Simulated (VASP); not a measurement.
Here is a VASP 6.6.1 calculation.

File INCAR:

```
PREC = Accurate ; ENCUT = 500
EDIFF = 1E-7 ; ISMEAR = -1
SIGMA = 0.1 ; LREAL = False
LASPH = True ; NELM = 120
ALGO = Normal ; ISIF = 3
LWAVE = False ; LCHARG = False
GGA = PS ; IBRION = 2
NSW = 60 ; EDIFFG = -0.03
PSTRESS = 200.0 ; GGA_COMPAT = False
NELMIN = 4
```

The input KPOINTS:

```
regular mesh
0
Gamma
  10 10 10
```

POSCAR

```
Hg
1.0
   -1.8000000000      1.8000000000      1.8000000000
    1.8000000000     -1.8000000000      1.8000000000
    1.8000000000      1.8000000000     -1.8000000000
Hg
1
Direct
    0.0000000000      0.0000000000      0.0000000000
```

Potentials or basis: VASP PAW PBE potentials, release 64 (Hg).

Run with:

```console
$ cat potpaw_PBE.64/Hg/POTCAR > POTCAR
$ mpirun -np 1 vasp_std > vasp.out
```

Task: Predict the relaxed volume.

Result: 18.92 Å³/atom.

Task: What does it give for the space group after relaxing (to 0.1 Å)?

Result: Im-3m (No. 229).

The path:
| step | energy change (eV) | largest force (eV/Å) | pressure (GPa) | volume (Å³) |
| --- | --- | --- | --- | --- |
| 1 | 0.0000 | 0.0000 | 1.25 | 23.33 |
| 2 | 1.2301 | 0.0000 | 79.44 | 15.27 |
| 3 | 0.2042 | 0.0000 | 18.43 | 19.13 |
| 4 | 0.2199 | 0.0000 | 19.47 | 19.00 |
| 5 | 0.2299 | 0.0000 | 20.13 | 18.92 |

Caveat: the cell is relaxed towards a set pressure, so the run minimises the enthalpy, not the energy; the volume moved by over 15 % at a fixed basis, so the end points are rough; the PAW data sets were made with another functional, which shifts forces and pressure a little.
